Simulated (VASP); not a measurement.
Wanted: the native input for a VASP 6.6.1 run.

```
Task                   : single point
Functional             : PBEsol
Potentials or basis    : VASP PAW PBE potentials, release 64 (Rb_sv, Br)
Cutoff                 : 520 eV
k mesh                 : 7 × 7 × 7
Occupations            : fermi-dirac, width 0.03 eV
Spin                   : no spin polarisation
Dipole correction      : no
Further INCAR settings : ALGO = Normal; EDIFF = 1e-07; NBANDS = 15
```

The structure of RbBr lies in POSCAR:

```
RbBr
1.0
   -0.0685500000      3.3932250000      3.3932250000
    3.3932250000     -0.0685500000      3.3932250000
    3.3932250000      3.3932250000     -0.0685500000
Rb Br
1 1
Direct
    0.0000000000      0.0000000000      0.0000000000
    0.5000000000      0.5000000000      0.5000000000
```

This cell differs from its parent crystal: equal xy, yz and zx shear strains of -2 %.

The input as run:

INCAR

```
SYSTEM = RbBr
PREC     = Accurate       ! precision mode
ENCUT    = 520            ! plane-wave cutoff, eV
EDIFF    = 1E-7           ! SCF threshold, eV
ISMEAR   = -1             ! smearing method
SIGMA    = 0.03           ! smearing width, eV
LREAL    = .FALSE.        ! projectors in reciprocal space
LASPH    = .TRUE.         ! aspherical terms in the spheres
NELM     = 80             ! most SCF steps
ALGO     = Normal         ! electronic algorithm
ISIF     = 2              ! what is computed and relaxed
LWAVE    = .FALSE.        ! write WAVECAR
LCHARG   = .FALSE.        ! write CHGCAR
GGA      = PS             ! functional
NBANDS   = 15             ! bands
```

KPOINTS

```
regular mesh
0
G
  7 7 7
  0 0 0
```

Potentials or basis: VASP PAW PBE potentials, release 64 (Rb_sv, Br).

Command:

```console
$ cat potpaw_PBE.64/Rb_sv/POTCAR potpaw_PBE.64/Br/POTCAR > POTCAR
$ mpirun -np 1 vasp_std > vasp.out
```

Results of the run:

```yaml
Pressure: 0.0 GPa
Band_gap_on_the_k_mesh: 4.18 eV, direct
```

Caveat: the cell differs from its parent crystal (equal xy, yz and zx shear strains of -2 %); the PAW data sets were made with another functional, which shifts forces and pressure a little.

It took 39 s on 1 thread of Intel Xeon 6975P-C, on a shared host, peak memory 0.23 GiB.
